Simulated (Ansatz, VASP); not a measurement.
Two plane-wave programs on Fe

The input POSCAR:

```
Fe
1.0
    0.0000000000      2.4376262060      2.4376262060
    2.4376262060      0.0000000000      2.4376262060
    2.4376262060      2.4376262060      0.0000000000
Fe
2
Direct
    0.1250000000      0.1250000000      0.1250000000
    0.8750000000      0.8750000000      0.8750000000
```

The input INCAR.step1:

```
PREC = Accurate
ENCUT = 520
ISMEAR = -1
SIGMA = 0.1
LREAL = F
LASPH = T
NELM = 60
NBANDS = 15
GGA = PE
ALGO = Normal
EDIFF = 1E-4
LWAVE = T
LCHARG = F
```

The input INCAR.step2:

```
PREC = Accurate
ENCUT = 520
EDIFF = 1E-6
ISMEAR = -1
SIGMA = 0.1
LREAL = F
LASPH = T
NELM = 60
ALGO = Normal
ISIF = 2
LWAVE = F
LCHARG = F
METAGGA = R2SCAN
LMIXTAU = T
NBANDS = 15
ISTART = 1
```

The input KPOINTS:

```
regular mesh
0
Gamma
  13 13 13
```

Input for Ansatz:

```yaml
crystal:
  lattice:
    - [0.0, 2.437626206, 2.437626206]
    - [2.437626206, 0.0, 2.437626206]
    - [2.437626206, 2.437626206, 0.0]
  atoms:
    - { symbol: Fe, position: [0.125, 0.125, 0.125] }
    - { symbol: Fe, position: [0.875, 0.875, 0.875] }
hamiltonian:
  xc: r2scan
  pseudopotentials:
    kind: paw
    azcp:
      Fe: "pseudopotentials/Fe.paw.azcp"
basis:
  ecutwfc: 500
  fft_grid_basis: typed
kpoints:
  mp_grid: { grid: [13, 13, 13], shift: [0, 0, 0] }
magnetization:
  spin_polarized: false
scf:
  occupations: { method: fermi_dirac, width: 0.1 }
  lower_state_search: "off"
output:
  stress: true
```

Alike in both runs: task single point; functional r2SCAN; k mesh 13 × 13 × 13; occupations fermi-dirac, width 0.1 eV; no spin polarisation.

```csv
,VASP,Ansatz
version,VASP 6.6.1,Ansatz 0.2.0
potentials or method,"VASP PAW PBE potentials, release 64 (Fe), cutoff 520 eV","plane waves (500 eV) with PAW, scalar-relativistic"
valence electrons in the cell,16,32
```

|  | VASP | Ansatz | Ansatz less VASP |
| --- | --- | --- | --- |
| pressure (GPa) | -6.9 | -6.2 | +0.72 |

VASP's potentials were made for PBE, not for r2SCAN. VASP's potentials hold 16 valence electrons a cell and Ansatz's 32, so a difference there can come from the potentials and not from the codes.
